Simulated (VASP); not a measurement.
Runs of VASP 6.6.1 on Pt. The structure is that of space group Im-3m (No. 229), or close to it. The cells are those of the table. 

```csv
cell,gap on the mesh (eV),pressure (GPa)
"a = 2.718 Å, angles 111.1, 111.1, 106.2°, 1 atom",none,-8.3
"a = 2.717 Å, angles 109.9, 109.9, 108.7°, 1 atom",none,(b)
"a = 2.703 Å, angles 109.5°, 1 atom",none,-4.5
"a = 2.758 Å, angles 109.9, 109.9, 108.7°, 1 atom",none,(a)
"a = 2.745 Å, angles 110.7, 110.7, 107.0°, 1 atom",none,-15.3
"a = 2.689 Å, angles 109.1, 109.1, 110.3°, 1 atom",none,(c)
"a = 2.745 Å, angles 108.3, 108.3, 111.9°, 1 atom",none,-15.3
"a = 2.785 Å, angles 109.5°, 1 atom",none,-23.4
"a = 2.730 Å, angles 109.1, 109.1, 110.3°, 1 atom",none,-12.0
"a = 2.731 Å, angles 110.3, 110.3, 107.8°, 1 atom",none,-12.0
"a = 2.813 Å, angles 109.1, 109.1, 110.3°, 1 atom",none,-27.6
"a = 2.772 Å, angles 110.3, 110.3, 107.9°, 1 atom",none,-21.0
```

Alike in all rows: task single point; level LDA; potentials or basis VASP PAW LDA potentials, release 64 (Pt); no spin polarisation; k mesh 22 × 22 × 22; cutoff (eV) 520; smearing gaussian 0.15 eV.

Question: Estimate the missing entries.

Answer: (a) -18.3; (b) -8.4; (c) -0.2.

Caveats: spin-orbit coupling is left out, which moves the levels of the heavy elements; the cell stands under tension (at least some runs).

A k mesh can miss the band edges, and the runs leave out spin-orbit coupling on Pt.

A gap of «none» marks levels without a gap at the run's occupations.
